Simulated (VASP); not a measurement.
Si2Ni: single point with PBE

Crystal: Si2Ni.

```
Si Ni
1.0
     0.00000    2.69316    2.69316
     2.69316    0.00000    2.69316
     2.69316    2.69316    0.00000
Si Ni
2 1
Cartesian
  1.3466 1.3466 1.3466
  4.0397 4.0397 4.0397
  0.0000 0.0000 0.0000
```

```json
{
  "Program": "VASP 6.6.1",
  "Task": "single point",
  "Functional": "PBE",
  "Potentials or basis": "VASP PAW PBE potentials, release 64 (Si, Ni)",
  "Cutoff": "600 eV",
  "k mesh": "6 × 6 × 6",
  "Occupations": "gaussian, width 0.1 eV",
  "Spin": "no spin polarisation"
}
```

| Quantity | Value |
| --- | --- |
| Pressure | 5.6 GPa |
| Band gap on the k mesh | zero (band 9 reaches 12.34 eV, above the bottom of band 10 at 10.23 eV) |

Levels at points of the mesh, in eV from the Fermi level:
```csv
k point,band 5,band 6,band 7,band 8,band 9,band 10,band 11,band 12,band 13,band 14
"(0.00, 0.00, 0.00)",-3.62,-3.62,-0.28,1.66,1.66,1.66,2.20,2.20,2.20,4.68
"(0.50, 0.00, 0.00)",-3.81,-3.42,-3.42,-1.54,-1.54,1.74,1.75,1.75,2.62,9.17
"(0.50, 0.50, 0.00)",-4.65,-3.70,-3.70,-3.54,-3.20,-0.45,1.33,7.66,8.33,8.33
```

Run time: 6.5 s on 1 thread of Intel(R) Xeon(R) 6975P-C (Granite Rapids), with other jobs on the host, peak memory 0.16 GiB.

Spin polarisation is off, so any magnetic state and its effect on volume and gap are missing.
